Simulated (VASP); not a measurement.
Sn:

```
Sn
1.0
     2.25953    1.30454    4.19002
    -2.25953    1.30454    4.19002
     0.00000   -2.60908    4.19002
Sn
2
Direct
  0.22754 0.22754 0.22754
  0.77246 0.77246 0.77246
```

```yaml
Program: VASP 6.6.1
Task: relaxation of cell and atoms
Functional: r2SCAN
Potentials_or_basis: VASP PAW PBE potentials, release 64 (Sn_d)
Cutoff: 600 eV
k_mesh: 6 × 6 × 6
Occupations: gaussian, width 0.1 eV
Spin: no spin polarisation
```

At the start: pressure -5.3 GPa; volume 37.05 Å³/atom.

Q: How do energy, volume and symmetry change on relaxing?

A: Over 24 steps the energy falls by 264.4 meV/atom and the volume is 28.68 Å³/atom (-22.6 %); space group R-3m (No. 166, to 0.1 Å) before, Pm-3m (No. 221, to 0.1 Å).

The path:
| step | energy change (eV) | largest force (eV/Å) | pressure (GPa) | volume (Å³) |
| --- | --- | --- | --- | --- |
| 1 | 0.0000 | 0.0287 | -5.26 | 74.10 |
| 2 | -0.2367 | 0.8148 | 0.31 | 61.80 |
| 3 | -0.2369 | 0.7835 | 0.04 | 62.12 |
| 4 | -0.3021 | 0.7239 | 0.26 | 60.33 |
| 5 | -0.4254 | 0.7575 | 3.34 | 55.00 |
| 6 | 0.3330 | 1.0904 | 23.80 | 44.56 |
| 7 | -0.3686 | 0.8337 | 4.60 | 54.09 |
| 8 | -0.2771 | 0.2238 | 11.15 | 49.30 |
| 9 | -0.3679 | 0.8199 | 5.91 | 52.83 |
| 10 | -0.4032 | 0.7175 | 5.33 | 53.02 |
| 11 | -0.4699 | 0.2563 | 3.92 | 53.57 |
| 12 | -0.4353 | 0.5009 | 2.90 | 54.58 |
| 13 | -0.4799 | 0.1147 | 3.32 | 54.01 |
| 14 | -0.4812 | 0.0294 | 3.41 | 53.91 |
| 15 | -0.4984 | 0.0249 | 2.55 | 54.76 |
| 16 | -0.5175 | 0.1587 | 0.13 | 57.16 |
| 17 | -0.5189 | 0.1402 | 0.07 | 57.21 |
| 18 | -0.5223 | 0.0837 | -0.02 | 57.33 |
| 19 | -0.5263 | 0.0276 | -0.24 | 57.58 |
| 20 | -0.5266 | 0.0734 | -0.33 | 57.69 |
| 21 | -0.5278 | 0.0876 | 0.08 | 57.25 |
| 22 | -0.5278 | 0.0856 | 0.02 | 57.29 |
| 23 | -0.5285 | 0.0558 | 0.01 | 57.31 |
| 24 | -0.5289 | 0.0013 | -0.03 | 57.36 |

Final structure:
```
Sn
1.0
     2.17776    1.25733    3.49136
    -2.17776    1.25733    3.49136
     0.00000   -2.51466    3.49136
Sn
2
Cartesian
  0.0000 0.0000 2.6185
  0.0000 0.0000 7.8555
```

Caveat: the volume moved by over 15 % at a fixed basis, so the end points are rough; the PAW data sets were made with another functional, which shifts forces and pressure a little.
